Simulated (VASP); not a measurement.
Y:

```
Y
1.0
     3.66310    0.00000    0.00000
    -1.83155    3.17234    0.00000
     0.00000    0.00000    5.81470
Y
2
Direct
  0.33333 0.66667 0.25000
  0.66667 0.33333 0.75000
```

```yaml
Program: VASP 6.6.1
Task: relaxation of cell and atoms
Functional: PBE
Potentials_or_basis: VASP PAW PBE potentials, release 64 (Y_sv)
Cutoff: 600 eV
k_mesh: 15 × 15 × 8
Occupations: gaussian, width 0.1 eV
Spin: no spin polarisation
```

At the start: pressure -1.2 GPa; volume 33.79 Å³/atom.

**Question.** Where does the relaxation end?

**Answer.** Over 6 steps the energy falls by 5.9 meV/atom and the volume is 32.75 Å³/atom (-3.1 %); space group P6_3/mmc (No. 194, to 0.1 Å) before and after.

The path:
| step | energy change (eV) | largest force (eV/Å) | pressure (GPa) | volume (Å³) |
| --- | --- | --- | --- | --- |
| 1 | 0.0000 | 0.0000 | -1.19 | 67.57 |
| 2 | -0.0107 | 0.0000 | 0.23 | 65.15 |
| 3 | -0.0108 | 0.0000 | 0.14 | 65.28 |
| 4 | -0.0116 | 0.0000 | 0.05 | 65.42 |
| 5 | -0.0118 | 0.0000 | 0.02 | 65.49 |
| 6 | -0.0118 | 0.0000 | 0.01 | 65.51 |

Final structure:
```yaml
crystal:
  lattice:
    - [3.65314, 0.00000, 0.00000]
    - [-1.82657, 3.16371, 0.00000]
    - [0.00000, 0.00000, 5.66783]
  atoms:
    - { symbol: Y, position: [0.33333, 0.66667, 0.25000] }
    - { symbol: Y, position: [0.66667, 0.33333, 0.75000] }
```
